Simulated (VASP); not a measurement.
Input of a VASP 6.6.1 run:

INCAR

```
PREC = Accurate ; ENCUT = 520
EDIFF = 1E-6 ; ISMEAR = 0
SIGMA = 0.1 ; LREAL = F
LASPH = T ; NELM = 60
ALGO = Normal ; ISIF = 2
LWAVE = F ; LCHARG = T
LDIPOL = T ; IDIPOL = 3
DIPOL = 0.5 0.5 0.326 ; GGA = PE
LELF = T ; LVHAR = T
LVACPOTAV = T ; NBANDS = 98
```

Contents of KPOINTS:

```
regular mesh
0
Gamma
  5 5 1
```

POSCAR

```
Mo12N
1.0
    5.4740406976      0.0000000000      0.0000000000
   -1.8246802325      5.1609750637      0.0000000000
    0.0000000000      0.0000000000     19.8082144129
Mo N
12 1
Direct
    0.2500000000      0.2500000000      0.2019364248
    0.2500000000      0.7500000000      0.2019364248
    0.7500000000      0.2500000000      0.2019364248
    0.7500000000      0.7500000000      0.2019364248
    0.0000000000      0.0000000000      0.3106872619
    0.0000000000      0.5000000000      0.3106872619
    0.5000000000      0.0000000000      0.3106872619
    0.5000000000      0.5000000000      0.3106872619
    0.2500000000      0.2500000000      0.4194327787
    0.2500000000      0.7500000000      0.4194327787
    0.7500000000      0.2500000000      0.4194327787
    0.7500000000      0.7500000000      0.4194327787
    0.2500000000      0.3333333333      0.5043676635
```

Potentials or basis: VASP PAW PBE potentials, release 64 (Mo_sv, N).

Run with:

```sh
$ cat potpaw_PBE.64/Mo_sv/POTCAR potpaw_PBE.64/N/POTCAR > POTCAR
$ mpirun -np 1 vasp_std > vasp.out
```

Task: What does it give for the band gap on the k mesh?

Result: Zero (an odd number of electrons rules out a gap without spin polarisation).

Task: Estimate the largest force.

Result: 1.546 eV/Å.

Forces in eV/Å, atoms in the order of the input:
```
Mo   0.048  0.000  0.099
Mo  -0.046  0.014 -0.245
Mo   0.026 -0.026 -0.246
Mo   0.013  0.127  0.456
Mo  -0.363 -0.545 -1.006
Mo   0.000 -0.078  0.088
Mo   0.001 -0.048  0.176
Mo   0.333  0.433 -0.984
Mo  -0.056 -0.435  1.482
Mo   0.029 -0.291  0.506
Mo  -0.074 -0.072  0.202
Mo   0.292  0.045 -0.594
N   -0.202  0.875  0.064
```
